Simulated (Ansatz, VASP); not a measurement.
This is a calculation of Ge for Ansatz 0.2.0.

input.yaml

```yaml
crystal:
  lattice:
    - [0.0, 2.8099234548, 2.8099234548]
    - [2.8099234548, 0.0, 2.8099234548]
    - [2.8099234548, 2.8099234548, 0.0]
  atoms:
    - { symbol: Ge, position: [0.75, 0.75, 0.75] }
    - { symbol: Ge, position: [0.5, 0.5, 0.5] }
hamiltonian:
  xc: { exchange: pbe, correlation: none }
  pseudopotentials: { kind: paw }
kpoints:
  mp_grid: { grid: [8, 8, 8] }
scf:
  occupations: { method: fermi_dirac, width: 0.05 }
output:
  forces: true
  stress: true
  eigenvalues: true
```

Potentials or basis: Ansatz PAW.

Launch:

```console
$ ansatz run input.yaml --threads 2 --pin off --max-ram 5120MiB --backend cpu --events-out ev --progress --plain --runs-dir out
```

Q: Translate it to VASP 6.6.1. Potentials there: VASP PAW PBE potentials, release 64 (Ge_d).

A: As run (the cutoff follows the program's own potentials):

Contents of INCAR:

```
SYSTEM = Ge
PREC = Accurate ; ENCUT = 520
EDIFF = 1E-6 ; ISMEAR = -1
SIGMA = 0.05 ; LREAL = .False.
LASPH = .True. ; NELM = 60
ALGO = Normal ; ISIF = 2
LWAVE = .False. ; LCHARG = .True.
GGA = PE ; ALDAC = 0.0
AGGAC = 0.0 ; LELF = .True.
LVHAR = .True. ; NBANDS = 21
```

The input KPOINTS:

```
regular mesh
0
Gamma
  8 8 8
  0 0 0
```

POSCAR

```
Ge
1.0
    0.0000000000      2.8099234548      2.8099234548
    2.8099234548      0.0000000000      2.8099234548
    2.8099234548      2.8099234548      0.0000000000
Ge
2
Direct
    0.7500000000      0.7500000000      0.7500000000
    0.5000000000      0.5000000000      0.5000000000
```

Potentials or basis: VASP PAW PBE potentials, release 64 (Ge_d).

Command:

```console
$ cat potpaw_PBE.64/Ge_d/POTCAR > POTCAR
$ mpirun -np 1 vasp_std > vasp.out
```

Both were run:

|  | VASP | Ansatz | Ansatz less VASP |
| --- | --- | --- | --- |
| gap on the k mesh at the Fermi level (eV) | 0.08 | 0.09 | +0.017 |
| least direct gap on the mesh (eV) | 0.08 | 0.09 | +0.017 |
| pressure (GPa) | 15.5 | 15.3 | -0.15 |

VASP's potentials were made for PBE, not for PBE exchange alone. The functional is the same, so the differences come from potentials, cutoffs and numerics.
